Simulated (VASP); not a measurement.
Sc: single point with BLYP

Sc:

```
Sc
1.0
     3.31109    0.00000    0.00000
    -1.65554    2.86749    0.00000
     0.00000    0.00000   10.55462
Sc
4
Direct
  0.00000 0.00000 0.00000
  0.00000 0.00000 0.50000
  0.33333 0.66667 0.25000
  0.66667 0.33333 0.75000
```

| Item | Value |
| --- | --- |
| Program | VASP 6.6.1 |
| Task | single point |
| Functional | BLYP |
| Potentials or basis | VASP PAW PBE potentials, release 64 (Sc_sv) |
| Cutoff | 520 eV |
| k mesh | 11 × 11 × 3 |
| Occupations | fermi-dirac, width 0.1 eV |
| Spin | no spin polarisation |
| Dipole correction | no |
| Further INCAR settings | ALGO = Normal; EDIFF = 1e-06; NBANDS = 30 |

```
Pressure               : 0.0 GPa
Band gap on the k mesh : zero (bands 22 and 23 overlap by 1.01 eV)
```

Levels at points of the mesh, in eV from the Fermi level:
| k point | band 18 | band 19 | band 20 | band 21 | band 22 | band 23 | band 24 | band 25 | band 26 | band 27 |
| --- | --- | --- | --- | --- | --- | --- | --- | --- | --- | --- |
| (0.00, 0.00, 0.00) | -3.54 | -3.53 | -1.66 | 0.55 | 0.77 | 0.82 | 1.35 | 1.35 | 1.37 | 1.37 |

It took 110 s on 1 thread of Intel(R) Xeon(R) Platinum 8488C (Sapphire Rapids), on a shared host, peak memory 0.26 GiB.

Caveat: the PAW data sets were made with another functional, which shifts forces and pressure a little.
